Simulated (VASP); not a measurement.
Set up this calculation in VASP 6.6.1, as the native input.

- Task: relaxation of cell and atoms
- Functional: PBEsol
- Potentials or basis: VASP PAW PBE potentials, release 64 (N)
- Cutoff: 600 eV
- k mesh: 4 × 4 × 4
- Occupations: gaussian, width 0.02 eV
- Spin: no spin polarisation
- Dipole correction: no
- Further INCAR settings: ALGO = Normal; EDIFF = 1e-06; IBRION = 2; EDIFFG = -0.01; NSW = 100; ISIF = 3

The structure of N lies in POSCAR:

```
N
1.0
    6.1178497262      0.0000000000      0.0000000000
    0.0000000000      6.1178497262      0.0000000000
    0.0000000000      0.0000000000      6.1178497262
N
8
Direct
    0.0518884016      0.0518884016      0.0518884016
    0.4481115984      0.9481115984      0.5518884016
    0.5518884016      0.4481115984      0.9481115984
    0.9481115984      0.5518884016      0.4481115984
    0.9481115984      0.9481115984      0.9481115984
    0.5518884016      0.0518884016      0.4481115984
    0.4481115984      0.5518884016      0.0518884016
    0.0518884016      0.4481115984      0.5518884016
```

One way to write it, as run:

INCAR

```
SYSTEM = N
PREC     = Accurate       ! precision mode
ENCUT    = 600            ! plane-wave cutoff, eV
EDIFF    = 1E-6           ! SCF threshold, eV
ISMEAR   = 0              ! smearing method
SIGMA    = 0.02           ! smearing width, eV
LREAL    = .False.        ! projectors in reciprocal space
LASPH    = .True.         ! aspherical terms in the spheres
NELM     = 60             ! most SCF steps
ALGO     = Normal         ! electronic algorithm
ISIF     = 3              ! what is computed and relaxed
LWAVE    = .False.        ! write WAVECAR
LCHARG   = .False.        ! write CHGCAR
GGA      = PS             ! functional
IBRION   = 2              ! ionic algorithm
NSW      = 100            ! ionic steps
EDIFFG   = -0.01          ! ionic threshold
```

KPOINTS

```
Automatic mesh
0
Gamma
  4 4 4
  0 0 0
```

Potentials or basis: VASP PAW PBE potentials, release 64 (N).

Command:

```sh
$ cat potpaw_PBE.64/N/POTCAR > POTCAR
$ mpirun -np 1 vasp_std > vasp.out
```

It gave:

* Relaxed volume: 24.18 Å³/atom
* Relaxed cell: a = 5.783 Å, b = 5.783 Å, c = 5.783 Å, α = 90.00°, β = 90.00°, γ = 90.00°
* Space group after relaxing (to 0.1 Å): Pa-3 (No. 205)
* Pressure after relaxing: 0.0 GPa
* Band gap on the k mesh: 7.32 eV (least direct gap 7.33 eV)

Caveat: the standard files for N, O and F lose accuracy on very short bonds; the volume moved by over 15 % at a fixed basis, so the end points are rough; this functional lacks dispersion, which holds the molecules together, so the pressure and a relaxed volume are unreliable; the PAW data sets were made with another functional, which shifts forces and pressure a little.

It took 15 min on 1 thread of Intel(R) Xeon(R) Platinum 8259CL CPU @ 2.50GHz (Skylake/Cascade Lake) (shared host), peak memory 0.37 GiB.
